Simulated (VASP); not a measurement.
Set up this calculation in VASP 6.6.1, as the native input.

```
Task                               : single point
Functional                         : PBE0
Potentials or basis                : VASP PAW PBE potentials, release 64 (Ge_d)
Cutoff                             : 520 eV
k mesh                             : 4 × 4 × 4
Occupations                        : fermi-dirac, width 0.05 eV
Spin                               : no spin polarisation
Dipole correction                  : no
Grid for exact exchange (PRECFOCK) : Normal
Further INCAR settings             : ALGO = Normal; EDIFF = 1e-07; NBANDS = 21
Share of exact exchange            : 0.25
```

Ge:

```
Ge
1.0
     0.00000    2.82891    2.82891
     2.82891    0.00000    2.82891
     2.82891    2.82891    0.00000
Ge
2
Direct
  0.75000 0.75000 0.75000
  0.50000 0.50000 0.50000
```

These files were run (other wordings do the same):

POSCAR

```
Ge
1.0
    0.0000000000      2.8289100000      2.8289100000
    2.8289100000      0.0000000000      2.8289100000
    2.8289100000      2.8289100000      0.0000000000
Ge
2
Direct
    0.7500000000      0.7500000000      0.7500000000
    0.5000000000      0.5000000000      0.5000000000
```

INCAR.step1

```
SYSTEM = Ge
  PREC = Accurate
  ENCUT = 520
  EDIFF = 1E-5
  ISMEAR = -1
  SIGMA = 0.05
  LREAL = .FALSE.
  LASPH = .TRUE.
  NELM = 60
  ALGO = Normal
  ISIF = 2
  LWAVE = .TRUE.
  LCHARG = .FALSE.
  GGA = PE
  NBANDS = 21
```

INCAR.step2

```
SYSTEM = Ge
  PREC = Accurate
  ENCUT = 520
  EDIFF = 1E-7
  ISMEAR = -1
  SIGMA = 0.05
  LREAL = .FALSE.
  LASPH = .TRUE.
  NELM = 60
  ALGO = Normal
  ISIF = 2
  LWAVE = .FALSE.
  LCHARG = .FALSE.
  GGA = PE
  LHFCALC = .TRUE.
  AEXX = 0.25
  PRECFOCK = Normal
  ISTART = 1
  NBANDS = 21
```

KPOINTS

```
Automatic mesh
0
G
  4 4 4
  0 0 0
```

Potentials or basis: VASP PAW PBE potentials, release 64 (Ge_d).

Launch:

```sh
$ cat potpaw_PBE.64/Ge_d/POTCAR > POTCAR
$ cp INCAR.step1 INCAR
$ mpirun -np 1 vasp_std > vasp.out
$ cp INCAR.step2 INCAR
$ mpirun -np 1 vasp_std > vasp.out
```

Results of the run:

| Property | Result |
| --- | --- |
| Pressure | 0.8 GPa |
| Band gap on the k mesh | 1.59 eV (least direct gap 1.68 eV) |

Caveat: the k points lie up to 0.48 Å⁻¹ apart; the PAW data sets were made with another functional, which shifts forces and pressure a little.

It took 27 min on 1 thread of Intel(R) Xeon(R) Platinum 8375C CPU @ 2.90GHz (Ice Lake), on a shared host, peak memory 0.17 GiB.
